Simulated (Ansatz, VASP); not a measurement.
Mg: VASP beside Ansatz

The input INCAR:

```
SYSTEM = Mg
PREC = Accurate ; ENCUT = 600
EDIFF = 1E-6 ; ISMEAR = -5
SIGMA = 0.05 ; LREAL = .FALSE.
LASPH = .TRUE. ; NELM = 120
ALGO = Normal ; ISIF = 2
LWAVE = .FALSE. ; LCHARG = .FALSE.
NBANDS = 7 ; GGA_COMPAT = .FALSE.
```

The input KPOINTS:

```
regular mesh
0
G
  10 10 10
  0 0 0
```

POSCAR

```
Mg
1.0
    0.0000000000      2.2442560000      2.2442560000
    2.2442560000      0.0000000000      2.2442560000
    2.2442560000      2.2442560000      0.0000000000
Mg
1
Direct
    0.0000000000      0.0000000000      0.0000000000
```

Contents of input.yaml:

```yaml
crystal:
  lattice: { a: 4.488512, b: 4.488512, c: 4.488512, alpha: 90.0, beta: 90.0, gamma: 90.0 }
  space_group: 225
  reduce_to_primitive: true
  atoms:
    - { symbol: Mg, wyckoff: "4a", position: [0.0, 0.0, 0.0] }
hamiltonian:
  xc: lda
  pseudopotentials: { kind: paw, xc_functional: lda, accuracy: standard }
kpoints:
  mp_grid: { grid: [10, 10, 10] }
scf:
  occupations: { method: tetrahedron }
output:
  forces: true
  stress: true
  write_density: true
  write_potential: true
  elf: true
  volumetric_format: npy
```

Alike in both runs: functional LDA; k mesh 10 × 10 × 10; occupations tetrahedron; no spin polarisation.

```csv
,VASP,Ansatz
version,VASP 6.6.1,Ansatz 0.2.0
potentials or method,"VASP PAW LDA potentials, release 64 (Mg)",JTH PAW LDA
plane-wave cutoff (eV),600,870
valence electrons in the cell,2,10
task,single point,electron localisation function
```

VASP gave:

```
gap on the k mesh at the Fermi level (eV) : none
pressure (GPa)                            : -2.0
```

Problem. Which values does Ansatz return?

Solution. gap on the k mesh at the Fermi level (eV): none; pressure (GPa): -1.5.

LDA's correlation is that of Perdew and Zunger in VASP and of Perdew and Wang (1992) in Ansatz. A gap of «none» marks a metal or a gap that the smearing closes. VASP's potentials hold 2 valence electrons a cell and Ansatz's 10, so a difference there can come from the potentials and not from the codes.
